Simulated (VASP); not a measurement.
Write the native input for VASP 6.6.1 that does the following.

- Task: relaxation of the atoms
- Functional: PBEsol
- Potentials or basis: VASP PAW PBE potentials, release 64 (Al, Ga_d, N)
- Cutoff: 520 eV
- k mesh: 6 × 6 × 6
- Occupations: gaussian, width 0.01 eV
- Spin: no spin polarisation
- Dipole correction: no
- Further INCAR settings: ALGO = Normal; EDIFF = 1e-06; IBRION = 2; EDIFFG = -0.001; NSW = 80

The structure of AlGa3N4 lies in POSCAR:

```
AlGa3N4
1.0
    4.4971598394      0.0000000000      0.0000000000
    0.0000000000      4.4971598394      0.0000000000
    0.0000000000      0.0000000000      4.4971598394
Al Ga N
1 3 4
Direct
    0.0000000000      0.0000000000      0.0000000000
    0.5000000000      0.5000000000      0.0000000000
    0.5000000000      0.0000000000      0.5000000000
    0.0000000000      0.5000000000      0.5000000000
    0.7550308532      0.7550308532      0.2449691468
    0.7550308532      0.2449691468      0.7550308532
    0.2449691468      0.7550308532      0.7550308532
    0.2449691468      0.2449691468      0.2449691468
```

These files were run (other wordings do the same):

INCAR

```
SYSTEM = AlGa3N4
ALGO = Normal
EDIFF = 1E-6
EDIFFG = -0.001
ENCUT = 520
GGA = PS
IBRION = 2
ISIF = 2
ISMEAR = 0
LASPH = .True.
LCHARG = .False.
LREAL = .False.
LWAVE = .False.
NELM = 60
NSW = 80
PREC = Accurate
SIGMA = 0.01
```

KPOINTS

```
k-points
0
Gamma
  6 6 6
  0 0 0
```

Potentials or basis: VASP PAW PBE potentials, release 64 (Al, Ga_d, N).

Run with:

```sh
$ cat potpaw_PBE.64/Al/POTCAR potpaw_PBE.64/Ga_d/POTCAR potpaw_PBE.64/N/POTCAR > POTCAR
$ mpirun -np 1 vasp_std > vasp.out
```

It gave:

```json
{"Energy gained by relaxing": "0.0 meV/atom", "Ionic steps": "3", "Pressure after relaxing": "-3.8 GPa", "Band gap on the k mesh": "2.17 eV"}
```

Caveat: the PAW data sets were made with another functional, which shifts forces and pressure a little.

It took 87 s on 1 thread of Intel(R) Xeon(R) Platinum 8259CL CPU @ 2.50GHz (Skylake/Cascade Lake), on a shared host, peak memory 0.24 GiB.
